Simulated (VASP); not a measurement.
# SnO (P4/nmm) in VASP: further runs

Aim: see how the results for SnO move with the level of theory and the settings. Levels: PBE, PBEsol. Tasks: single point.

All numbers are computed with VASP 6.6.1; they aren't measurements. Logs are shortened: lines on timing, memory, paths and dates and some standing lists are left out, and cuts for length are marked.

### Step 1. The cell of the first run

Symmetry: P4/nmm, No. 129, tetragonal system. The conventional cell has a = 3.595 Å, b = 3.595 Å, c = 4.058 Å, α = 90.00°, β = 90.00°, γ = 90.00°. Within 2.8 Å of Sn (site symmetry 4mm) lie 4 O at 2.15 Å. Within 2.8 Å of O (site symmetry -4m2) lie 4 Sn at 2.15 Å and 4 O at 2.54 Å.

### Step 2. Single point, PBE

File INCAR:

```
SYSTEM = SnO
PREC     = Accurate       ! precision mode
ENCUT    = 520            ! plane-wave cutoff, eV
EDIFF    = 1E-7           ! SCF threshold, eV
ISMEAR   = -1             ! smearing method
SIGMA    = 0.05           ! smearing width, eV
LREAL    = .False.        ! projectors in reciprocal space
LASPH    = .True.         ! aspherical terms in the spheres
NELM     = 80             ! most SCF steps
ALGO     = Normal         ! electronic algorithm
ISIF     = 2              ! what is computed and relaxed
LWAVE    = .False.        ! write WAVECAR
LCHARG   = .False.        ! write CHGCAR
GGA      = PE             ! functional
NBANDS   = 28             ! bands
```

File KPOINTS:

```
Automatic mesh
0
Gamma
  7 7 6
  0 0 0
```

File POSCAR:

```
SnO
1.0
    3.5946939874      0.0000000000      0.0000000000
    0.0000000000      3.5946939874      0.0000000000
    0.0000000000      0.0000000000      4.0579244305
Sn O
2 2
Direct
    0.5000000000      0.0000000000      0.7114534830
    0.0000000000      0.5000000000      0.2885465170
    0.0000000000      0.0000000000      0.0000000000
    0.5000000000      0.5000000000      0.0000000000
```

Potentials or basis: VASP PAW PBE potentials, release 64 (Sn_d, O).

The run is started by

```
$ cat potpaw_PBE.64/Sn_d/POTCAR potpaw_PBE.64/O/POTCAR > POTCAR
$ mpirun -np 1 vasp_std > vasp.out
```

OUTCAR:

```text
SYSTEM = SnO
   PREC = Accurate
   ENCUT = 520
   EDIFF = 1E-7
   ISMEAR = -1
   LREAL = .False.
   LASPH = .True.
   NELM = 80
   ISIF = 2
   GGA = PE

 ion  position               nearest neighbor table
   1  0.500  0.000  0.711-   3 2.15   4 2.15   4 2.15   3 2.15   2 3.07   2 3.07   2 3.07   2 3.07
                             2 3.46   2 3.46   2 3.46   2 3.46
   2  0.000  0.500  0.289-   3 2.15   4 2.15   3 2.15   4 2.15   1 3.07   1 3.07   1 3.07   1 3.07
                             1 3.46   1 3.46   1 3.46   1 3.46
   3  0.000  0.000  0.000-   1 2.15   2 2.15   2 2.15   1 2.15
   4  0.500  0.500  0.000-   1 2.15   2 2.15   1 2.15   2 2.15

  LATTYP: Found a simple tetragonal cell.
 ALAT       =     3.5946939874
 C/A-ratio  =     1.1288650563

  Lattice vectors:

 A1 = (   3.5946939874,   0.0000000000,   0.0000000000)
 A2 = (   0.0000000000,   3.5946939874,   0.0000000000)
 A3 = (   0.0000000000,   0.0000000000,   4.0579244305)

Analysis of symmetry for initial positions (statically):
=====================================================================
 Subroutine PRICEL returns:
 Original cell was already a primitive cell.

 Routine SETGRP: Setting up the symmetry group for a
 simple tetragonal supercell.

 Subroutine GETGRP returns: Found 16 space group operations
 (whereof  8 operations were pure point group operations)
 out of a pool of 16 trial point group operations.

The static configuration has the point symmetry D_2d.
 The point group associated with its full space group is D_4h.

Analysis of symmetry for dynamics (positions and initial velocities):
=====================================================================
 Subroutine PRICEL returns:
 Original cell was already a primitive cell.

 Routine SETGRP: Setting up the symmetry group for a
 simple tetragonal supercell.

 Subroutine GETGRP returns: Found 16 space group operations
 (whereof  8 operations were pure point group operations)
 out of a pool of 16 trial point group operations.

The dynamic configuration has the point symmetry D_2d.
 The point group associated with its full space group is D_4h.

 Subroutine INISYM returns: Found 16 space group operations
 (whereof  8 operations are pure point group operations),
 and found     1 'primitive' translations

----------------------------------------------------------------------------------------

                                     Primitive cell

  volume of cell :      52.4358

  direct lattice vectors                    reciprocal lattice vectors
[... 88 lines left out ...]
   LASPH  =      T    aspherical Exc in radial PAW
   ENCUT  =  520.0 eV  38.22 Ry    6.18 a.u.   6.68  6.68  7.55*2*pi/ulx,y,z
   NELM   =     80;   NELMIN=  2; NELMDL= -5     # of ELM steps
   EDIFF  = 0.1E-06   stopping-criterion for ELM
   LREAL  =      F    real-space projection
   EDIFFG = 0.1E-05   stopping-criterion for IOM
   NSW    =      0    number of steps for IOM
   IBRION =     -1    ionic relax: 0-MD 1-quasi-New 2-CG
   NFREE  =      0    steps in history (QN), initial steepest desc. (CG)
   ISIF   =      2    stress and relaxation
   ISYM   =      2    0-nonsym 1-usesym 2-fastsym
   POTIM  = 0.5000    time-step for ionic-motion
   TEBEG  =    0.0;   TEEND  =   0.0 temperature during run
   PSTRESS=    0.0 pullay stress
   NELECT =      40.0000    total number of electrons
   NUPDOWN=      -1.0000    fix difference up-down
   EMIN   =  10.00;   EMAX   =-10.00  energy-range for DOS
   EFERMI =   0.00;   METHOD = LEGACY
   ISMEAR =    -1;   SIGMA  =   0.05  broadening in eV -4-tet -1-fermi 0-gaus
   EFERMI_NEDOS =   21; number of points for ismear=-14 and -15
   IALGO  =     38    algorithm
   IMIX   =      4    mixing-type and parameters
     AMIX     =   0.40;   BMIX     =  1.00
     AMIX_MAG =   1.60;   BMIX_MAG =  1.00
  volume/ion in A,a.u.               =      13.11        88.46
  Fermi-wavevector in a.u.,A,eV,Ry     =   1.495841  2.826730 30.443602  2.237542
  Thomas-Fermi vector in A             =   2.607934
   LORBIT       =      0    0 simple, 1 ext, 2 COOP (PROOUT), +10 PAW based schemes
   GGA     = PE    functional components
   LHFCALC =     F    Hartree Fock is set to
   AEXX    =    0.0000 exact exchange contribution
   IVDW    =     0    specifies the selected vdW correction
   LEPSILON=     F    determine dielectric tensor
   LRPA    =     F    only Hartree local field effects (RPA)
 non-spin polarized calculation
  energy-cutoff  :      520.00
  volume of cell :       52.44
 maximum number of plane-waves:      1431
 NGX is ok and might be reduce to    28
   NGX = 13   NGY = 13   NGZ = 15

 number of electron      39.9999999 magnetization

 Free energy of the ion-electron system (eV)
  ---------------------------------------------------
  ext. energy  EPLUGINS =         0.00000000
  ---------------------------------------------------
  free energy    TOTEN  =       -21.34705255 eV

  energy without entropy =      -21.34238771  energy(sigma->0) =      -21.34472013

 E-fermi :  11.1890     XC(G=0): -11.9406

 val. band max:       11.0561537791   @ k =   0.4286   0.4286   0.0000
 cond. band min:      11.2076291169   @ k =   0.4286   0.4286   0.1667
 fundamental gap:      0.1514753378
 Fermi energy:        11.1890366096

 k-point     1 :       0.0000    0.0000    0.0000
  band No.  band energies     occupation
      1     -11.5996      2.00000
      2     -10.9777      2.00000
      3     -10.9777      2.00000
      4     -10.9171      2.00000
      5     -10.8958      2.00000
      6     -10.8482      2.00000
[... 733 lines left out ...]
     27      21.5147      0.00000
     28      22.1179      0.00000

 [... further k-points ...]
[... 5 lines left out ...]
  --------------------------------------------------------------------------------------
  -------------------------------------------------------------------------------------
  Total        9.9615147      9.9615147      9.9945790      0.0000000      0.0000000      0.0000000
  in kB      304.3744241    304.3744241    305.3847039      0.0000000      0.0000000      0.0000000
  external PRESSURE =     304.7111840 kB  Pullay stress =       0.0000000 kB

 VOLUME and BASIS-vectors are now :
 -----------------------------------------------------------------------------
  energy-cutoff  :      520.00
  volume of cell :       52.44
      direct lattice vectors                 reciprocal lattice vectors
     3.594693987  0.000000000  0.000000000     0.278187797  0.000000000  0.000000000
     0.000000000  3.594693987  0.000000000     0.000000000  0.278187797  0.000000000
     0.000000000  0.000000000  4.057924430     0.000000000  0.000000000  0.246431400

 POSITION                                       TOTAL-FORCE (eV/Angst)
 -----------------------------------------------------------------------------------
      1.79735      0.00000      2.88702         0.000000      0.000000     -0.106057
      0.00000      1.79735      1.17090        -0.000000      0.000000      0.106057
      0.00000      0.00000      0.00000        -0.000000     -0.000000      0.000000
      1.79735      1.79735      0.00000        -0.000000      0.000000      0.000000
 -----------------------------------------------------------------------------------
    total drift:                                0.000000      0.000000     -0.000000

  FREE ENERGIE OF THE ION-ELECTRON SYSTEM (eV)
  ---------------------------------------------------
  free  energy   TOTEN  =       -21.3470525506 eV

  energy  without entropy=      -21.3423877140  energy(sigma->0) =      -21.34472013
```

OSZICAR:

```text
N       E                     dE             d eps       ncg     rms          rms(c)
DAV:   1     0.415360584180E+03    0.41536E+03   -0.19802E+04  2368   0.244E+03
DAV:   2     0.332778806203E+02   -0.38208E+03   -0.36614E+03  2280   0.559E+02
DAV:   3    -0.225060647053E+02   -0.55784E+02   -0.54855E+02  2512   0.179E+02
DAV:   4    -0.247205652369E+02   -0.22145E+01   -0.22053E+01  2700   0.374E+01
DAV:   5    -0.247669094313E+02   -0.46344E-01   -0.46337E-01  2592   0.580E+00    0.118E+01
DAV:   6    -0.213083103234E+02    0.34586E+01   -0.12727E+01  3644   0.441E+01    0.487E+00
DAV:   7    -0.213670243976E+02   -0.58714E-01   -0.15322E+00  2368   0.780E+00    0.247E+00
DAV:   8    -0.213543456224E+02    0.12679E-01   -0.20536E-01  3196   0.370E+00    0.771E-01
DAV:   9    -0.213465409991E+02    0.78046E-02   -0.39524E-02  3592   0.268E+00    0.199E-01
DAV:  10    -0.213471080181E+02   -0.56702E-03   -0.44791E-03  3296   0.687E-01    0.791E-02
DAV:  11    -0.213470449021E+02    0.63116E-04   -0.60533E-04  3440   0.285E-01    0.176E-02
DAV:  12    -0.213470578070E+02   -0.12905E-04   -0.12660E-04  2780   0.697E-02    0.205E-02
DAV:  13    -0.213470521975E+02    0.56095E-05   -0.20014E-05  3140   0.535E-02    0.211E-03
DAV:  14    -0.213470524088E+02   -0.21130E-06   -0.17796E-06  2896   0.104E-02    0.152E-03
DAV:  15    -0.213470525129E+02   -0.10411E-06   -0.96134E-08  1368   0.446E-03    0.679E-04
DAV:  16    -0.213470525506E+02   -0.37703E-07   -0.34687E-08  1184   0.191E-03
   1 F= -.21347053E+02 E0= -.21344720E+02  d E =-.466484E-02
```

stdout:

```text
POSCAR found type information on POSCAR SnO
 POSCAR found :  2 types and       4 ions
 scaLAPACK will be used
 LDA part: xc-table for (Slater+PW92), standard interpolation
 POSCAR, INCAR and KPOINTS ok, starting setup
 FFT: planning ... GRIDC
 FFT: planning ... GRID_SOFT
 FFT: planning ... GRID
 WAVECAR not read
 entering main loop
```

Run time: 29 s. Hardware: 1 thread of AMD EPYC 9R45 (Zen 5), shared host; peak memory 0.16 GiB.

What came out:

| Quantity | Value |
| --- | --- |
| Free energy | -21.3471 eV |
| Pressure | 30.5 GPa |
| Largest force | 0.106 eV/Å |
| Band gap on the k mesh | zero (band 20 reaches 11.63 eV, above the bottom of band 21 at 10.04 eV) |

Forces in eV/Å, atoms in the order of the input:
```
Sn   0.000  0.000 -0.106
Sn   0.000  0.000  0.106
O    0.000  0.000  0.000
O    0.000  0.000  0.000
```

Levels at points of the mesh, in eV from the Fermi level:
```csv
k point,band 17,band 18,band 19,band 20,band 21,band 22,band 23,band 24
"(0.00, 0.00, 0.00)",-4.16,-3.58,-3.58,0.34,3.83,3.83,3.88,6.25
"(0.00, 0.00, 0.50)",-3.59,-3.59,-2.56,-0.77,1.43,1.43,2.18,3.11
```

Caveat: spin-orbit coupling is left out, which moves the levels of the heavy elements.

### Step 3. Single point, PBE

This run uses another cell than the first one, of 13.98 Å³/atom, 1.066 times its volume.

File INCAR:

```
ALGO = Normal
EDIFF = 1E-6
ENCUT = 520
GGA = PE
ISIF = 2
ISMEAR = -1
LASPH = True
LCHARG = False
LREAL = False
LWAVE = False
NBANDS = 28
NELM = 60
PREC = Accurate
SIGMA = 0.05
```

File KPOINTS:

```
k-points
0
Gamma
  7 7 6
```

File POSCAR:

```
SnO
1.0
    3.6560258358      0.0000000000      0.0000000000
    0.0000000000      3.6560258358      0.0000000000
    0.0000000000      0.0000000000      4.1823899664
Sn O
2 2
Direct
    0.5000000000      0.0000000000      0.7201949756
    0.0000000000      0.5000000000      0.2798050244
    0.0000000000      0.0000000000      0.0000000000
    0.5000000000      0.5000000000      0.0000000000
```

Potentials or basis: VASP PAW PBE potentials, release 64 (Sn_d, O).

The run is started by

```
$ cat potpaw_PBE.64/Sn_d/POTCAR potpaw_PBE.64/O/POTCAR > POTCAR
$ mpirun -np 1 vasp_std > vasp.out
```

Wall time 26 s (1 thread of AMD EPYC 9R45 (Zen 5), shared host); peak memory 0.16 GiB.

Results (log left out):

| Property | Result |
| --- | --- |
| Free energy | -21.8875 eV |
| Pressure | 20.4 GPa |
| Largest force | 0.098 eV/Å |
| Band gap on the k mesh | zero (band 20 reaches 10.46 eV, above the bottom of band 21 at 9.30 eV) |

Forces in eV/Å, atoms in the order of the input:
```
Sn   0.000  0.000 -0.098
Sn   0.000  0.000  0.098
O    0.000  0.000  0.000
O    0.000  0.000  0.000
```

Levels at points of the mesh, in eV from the Fermi level:
| k point | band 17 | band 18 | band 19 | band 20 | band 21 | band 22 | band 23 | band 24 |
| --- | --- | --- | --- | --- | --- | --- | --- | --- |
| (0.00, 0.00, 0.00) | -3.95 | -3.45 | -3.45 | 0.24 | 3.44 | 3.92 | 3.92 | 6.39 |
| (0.00, 0.00, 0.50) | -3.46 | -3.46 | -2.45 | -1.35 | 1.71 | 1.71 | 2.09 | 3.17 |

Caveat: spin-orbit coupling is left out, which moves the levels of the heavy elements.

(Part 1 of 2 ends here.)
